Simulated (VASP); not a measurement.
Here is a VASP 6.6.1 calculation.

File POSCAR:

```
CaO
1.0
    0.0000000000      2.3975501188      2.3975501188
    2.3975501188      0.0000000000      2.3975501188
    2.3975501188      2.3975501188      0.0000000000
Ca O
1 1
Direct
    0.0000000000      0.0000000000      0.0000000000
    0.5000000000      0.5000000000      0.5000000000
```

Contents of INCAR.step1:

```
  ALGO = Normal
  EDIFF = 1E-8
  ENCUT = 500
  GGA = PE
  ISMEAR = 0
  LASPH = T
  LCHARG = F
  LREAL = F
  LWAVE = T
  NELM = 60
  PREC = Accurate
  SIGMA = 0.01
```

The input INCAR.step2:

```
  ALGO = Exact
  EDIFF = 1E-8
  ENCUT = 500
  GGA = PE
  ISMEAR = 0
  ISTART = 1
  LASPH = T
  LCHARG = F
  LOPTICS = T
  LREAL = F
  LWAVE = T
  NBANDS = 68
  NELM = 1
  PREC = Accurate
  SIGMA = 0.01
```

File INCAR.step3:

```
  ALGO = EVGW0
  EDIFF = 1E-8
  ENCUT = 500
  ENCUTGW = 80.0
  GGA = PE
  ISMEAR = 0
  ISTART = 1
  LASPH = T
  LCHARG = F
  LREAL = F
  LWAVE = F
  NBANDS = 68
  NBANDSGW = 16
  NELMGW = 1
  NOMEGA = 96
  OMEGAMAX = 30
  PREC = Accurate
  PRECFOCK = Fast
  SIGMA = 0.01
```

The input KPOINTS:

```
k-points
0
Gamma
  4 4 4
```

Potentials or basis: VASP PAW PBE potentials, release 64 (Ca_sv_GW, O_GW).

Command:

```bash
$ cat potpaw_PBE.64/Ca_sv_GW/POTCAR potpaw_PBE.64/O_GW/POTCAR > POTCAR
$ cp INCAR.step1 INCAR
$ mpirun -np 1 vasp_std > vasp.out
$ cp INCAR.step2 INCAR
$ mpirun -np 1 vasp_std > vasp.out
$ cp INCAR.step3 INCAR
$ mpirun -np 1 vasp_std > vasp.out
```

Q: Predict the quasiparticle gap.

A: 5.67 eV.

Q: Predict the least direct quasiparticle gap.

A: 6.10 eV.

Q: What does it give for the band gap of the starting levels on the mesh?

A: 3.65 eV.

Q: What does it give for the least direct gap of the starting levels on the mesh?

A: 4.03 eV.

Caveat: the k points lie up to 0.57 Å⁻¹ apart; bands, screening cutoff and mesh are small and nothing is extrapolated, so the quasiparticle values aren't converged.
